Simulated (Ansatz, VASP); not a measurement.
## Ni in VASP and in Ansatz

INCAR

```
SYSTEM = Ni
  PREC = Accurate
  ENCUT = 690
  EDIFF = 1E-6
  ISMEAR = -1
  SIGMA = 0.05
  LREAL = .FALSE.
  LASPH = .TRUE.
  NELM = 200
  ALGO = Normal
  ISIF = 2
  LWAVE = .FALSE.
  LCHARG = .FALSE.
  ISPIN = 2
  MAGMOM = 2
  LORBIT = 11
  NUPDOWN = 2.0
  LMAXMIX = 4
  GGA = PS
  NBANDS = 19
  GGA_COMPAT = .FALSE.
```

File KPOINTS:

```
Automatic mesh
0
G
  11 11 11
  0 0 0
```

The input POSCAR:

```
Ni
1.0
   -1.3837154700      1.3837154700      1.3837154700
    1.3837154700     -1.3837154700      1.3837154700
    1.3837154700      1.3837154700     -1.3837154700
Ni
1
Direct
    0.0000000000      0.0000000000      0.0000000000
```

File input.yaml:

```yaml
crystal:
  lattice:
    - [-1.38371547, 1.38371547, 1.38371547]
    - [1.38371547, -1.38371547, 1.38371547]
    - [1.38371547, 1.38371547, -1.38371547]
  atoms:
    - { symbol: Ni, position: [0.0, 0.0, 0.0], spin: 2.0 }
hamiltonian:
  xc: pbesol
  pseudopotentials: { kind: paw }
magnetization:
  spin_polarized: true
  initial_magnetization: 2.0
  spin_locking: { lock_magnetization: hard }
kpoints:
  mp_grid: { grid: [11, 11, 11] }
scf:
  occupations: { method: fermi_dirac, width: 0.05 }
  lower_state_search: "off"
output:
  forces: true
  stress: true
  eigenvalues: true
  write_density: true
  write_potential: true
  elf: true
  volumetric_format: npy
```

Alike in both runs: task single point; functional PBEsol; k mesh 11 × 11 × 11; occupations fermi-dirac, width 0.05 eV; collinear spin; fixed moment 2 μB.

```csv
,VASP,Ansatz
version,VASP 6.6.1,Ansatz 0.2.0
potentials or method,"VASP PAW PBE potentials, release 64 (Ni_sv_GW)",Ansatz PAW
plane-wave cutoff (eV),690,420
valence electrons in the cell,18,18
```

```tsv
	VASP	Ansatz	Ansatz less VASP
net moment per atom (μB)	2.00	2.00	0.000
size of the moment on the site where the two differ most (μB)	1.81	1.78	-0.026
```

VASP's potentials were made for PBE, not for PBEsol. Site moments also hang on the region over which each program counts them. The functional is the same, so the differences come from potentials, cutoffs and numerics.
